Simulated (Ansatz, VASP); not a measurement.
C: VASP beside Ansatz

File INCAR:

```
SYSTEM = C
PREC     = Accurate       ! precision mode
ENCUT    = 520            ! plane-wave cutoff, eV
EDIFF    = 1E-7           ! SCF threshold, eV
ISMEAR   = 0              ! smearing method
SIGMA    = 0.1            ! smearing width, eV
LREAL    = .False.        ! projectors in reciprocal space
LASPH    = .True.         ! aspherical terms in the spheres
NELM     = 100            ! most SCF steps
ALGO     = Normal         ! electronic algorithm
ISIF     = 2              ! what is computed and relaxed
LWAVE    = .False.        ! write WAVECAR
LCHARG   = .False.        ! write CHGCAR
GGA      = PE             ! functional
NBANDS   = 11             ! bands
```

KPOINTS

```
Automatic mesh
0
Gamma
  12 12 6
  0 0 0
```

The input POSCAR:

```
C
1.0
    1.9481707300      0.0000000000      0.0000000000
   -0.9740853700      1.6871653500      0.0000000000
    0.0000000000      0.0000000000      3.1936508700
C
2
Direct
    0.6666666700      0.3333333300      0.3746127700
    0.3333333300      0.6666666700      0.6253872300
```

Input for Ansatz:

```yaml
crystal:
  lattice:
    - [1.94817073, 0.0, 0.0]
    - [-0.97408537, 1.68716535, 0.0]
    - [0.0, 0.0, 3.19365087]
  atoms:
    - { symbol: C, position: [0.66666667, 0.33333333, 0.37461277] }
    - { symbol: C, position: [0.33333333, 0.66666667, 0.62538723] }
basis:
  ecutwfc: 420
kpoints:
  mp_grid: { grid: [12, 12, 6] }
hamiltonian:
  xc: pbe
scf:
  occupations: { method: gaussian, width: 0.1 }
  lower_state_search: "off"
output:
  forces: true
  stress: true
  eigenvalues: true
```

Alike in both runs: task single point; functional PBE; k mesh 12 × 12 × 6; occupations gaussian, width 0.1 eV; no spin polarisation.

```csv
,VASP,Ansatz
version,VASP 6.6.1,Ansatz 0.2.0
potentials or method,"VASP PAW PBE potentials, release 64 (C), cutoff 520 eV","scalar-relativistic, plane waves, PAW"
valence electrons in the cell,8,8
```

Ansatz gave:

| Quantity | Value |
| --- | --- |
| gap on the k mesh at the Fermi level (eV) | none |
| rms of the force components (eV/Å) | 0.767 |

Task: Estimate VASP's values.

Result: gap on the k mesh at the Fermi level (eV): none; rms of the force components (eV/Å): 0.848.

Atom by atom the forces differ by 0.081 eV/Å (rms over components). A gap of «none» marks a metal or a gap that the smearing closes.
